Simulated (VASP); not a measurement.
Here is a VASP 6.6.1 calculation.

Contents of INCAR:

```
PREC = Accurate
ENCUT = 600
EDIFF = 1E-7
ISMEAR = -1
SIGMA = 0.05
LREAL = F
LASPH = T
NELM = 100
ALGO = Normal
ISIF = 3
LWAVE = F
LCHARG = F
GGA = PS
IBRION = 2
NSW = 60
EDIFFG = -0.01
PSTRESS = 50.0
```

KPOINTS

```
regular mesh
0
Gamma
  7 7 7
```

File POSCAR:

```
Si3N4
1.0
    4.1307800000      0.0000000000      0.0000000000
    0.0000000000      4.1307800000      0.0000000000
    0.0000000000      0.0000000000      4.1307800000
Si N
3 4
Direct
    0.0000000000      0.0000000000      0.5000000000
    0.5000000000      0.0000000000      0.0000000000
    0.0000000000      0.5000000000      0.0000000000
    0.2395200000      0.2395200000      0.7604800000
    0.7604800000      0.7604800000      0.7604800000
    0.2395200000      0.7604800000      0.2395200000
    0.7604800000      0.2395200000      0.2395200000
```

Potentials or basis: VASP PAW PBE potentials, release 64 (Si, N).

Run with:

```console
$ cat potpaw_PBE.64/Si/POTCAR potpaw_PBE.64/N/POTCAR > POTCAR
$ mpirun -np 1 vasp_std > vasp.out
```

Question: What does it give for the band gap on the k mesh?

Answer: 2.60 eV (least direct gap 2.79 eV).

Question: What does it give for the relaxed volume?

Answer: 9.66 Å³/atom.

Question: Estimate the space group after relaxing (to 0.1 Å).

Answer: P-43m (No. 215).

Question: What does it give for the relaxed cell?

Answer: a = 4.074 Å, b = 4.074 Å, c = 4.074 Å, α = 90.00°, β = 90.00°, γ = 90.00°.

The path:
```csv
step,energy change (eV),largest force (eV/Å),pressure (GPa),volume (Å³)
1,0.0000,0.0486,-3.98,70.48
2,0.2432,0.8262,19.31,64.89
3,0.0047,0.2890,4.81,68.09
4,0.0062,0.2961,5.00,68.04
5,0.0062,0.0781,5.07,67.74
6,0.0088,0.0035,5.10,67.64
```

Caveat: the cell is relaxed towards a set pressure, so the run minimises the enthalpy, not the energy; the PAW data sets were made with another functional, which shifts forces and pressure a little; an odd mesh through Γ misses points on the zone boundary, where band edges can lie.
